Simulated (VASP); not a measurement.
Wanted: the native input for a VASP 6.6.1 run.

```
Task                   : single point
Functional             : LDA
Potentials or basis    : VASP PAW LDA potentials, release 64 (Na_pv, F)
Cutoff                 : 520 eV
k mesh                 : 4 × 4 × 4
Occupations            : gaussian, width 0.05 eV
Spin                   : no spin polarisation
Dipole correction      : no
Further INCAR settings : ALGO = Normal; EDIFF = 1e-06; NBANDS = 14
```

The structure of NaF lies in POSCAR:

```
NaF
1.0
   -0.1110753671      2.2691110705      2.2691110705
    2.2691110705     -0.1110753671      2.2691110705
    2.2691110705      2.2691110705     -0.1110753671
Na F
1 1
Direct
    0.0000000000      0.0000000000      0.0000000000
    0.5000000000      0.5000000000      0.5000000000
```

This cell differs from its parent crystal: ratio of the length along [111] to the lengths across it x 0.93, volume and fractional coordinates fixed.

The input as run:

INCAR

```
SYSTEM = NaF
PREC = Accurate ; ENCUT = 520
EDIFF = 1E-6 ; ISMEAR = 0
SIGMA = 0.05 ; LREAL = .FALSE.
LASPH = .TRUE. ; NELM = 100
ALGO = Normal ; ISIF = 2
LWAVE = .FALSE. ; LCHARG = .TRUE.
LELF = .TRUE. ; LVHAR = .TRUE.
NBANDS = 14
```

KPOINTS

```
regular mesh
0
G
  4 4 4
  0 0 0
```

Potentials or basis: VASP PAW LDA potentials, release 64 (Na_pv, F).

Command:

```sh
$ cat potpaw_LDA.64/Na_pv/POTCAR potpaw_LDA.64/F/POTCAR > POTCAR
$ mpirun -np 1 vasp_std > vasp.out
```

Results of the run:

The pressure is -4.8 GPa and the band gap on the k mesh is 5.77 eV, direct.

Caveat: the k points lie up to 0.58 Å⁻¹ apart.

It took 3.5 s on 1 thread of Intel Xeon 6975P-C (shared host), peak memory 0.12 GiB.
